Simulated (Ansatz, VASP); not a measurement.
Two plane-wave programs on C

```xyz
4
Lattice="2.4559 0.0000 0.0000 -1.2280 2.1269 0.0000 0.0000 0.0000 7.0106" Properties=species:S:1:pos:R:3 pbc="T T T"
C     1.2280    2.1269    1.7527
C     0.0000    0.0000    5.2580
C     0.0000    1.4179    1.7527
C     1.2280    0.7090    5.2580
```

Alike in both runs: task single point; functional r2SCAN; k mesh 15 × 15 × 5; occupations fermi-dirac, width 1 eV; no spin polarisation.

|  | VASP | Ansatz |
| --- | --- | --- |
| version | VASP 6.6.1 | Ansatz 0.2.0 |
| potentials or method | VASP PAW PBE potentials, release 64 (C), cutoff 520 eV | plane waves (500 eV) with PAW, scalar-relativistic |
| valence electrons in the cell | 16 | 16 |

|  | VASP | Ansatz | Ansatz less VASP |
| --- | --- | --- | --- |
| pressure (GPa) | 3.3 | 2.6 | -0.65 |
| traceless stress, the component that is largest in VASP (GPa) | -3.38 | -2.61 | +0.763 |

VASP's potentials were made for PBE, not for r2SCAN. With one functional, cell and mesh, what is left measures potentials, basis and numerics.
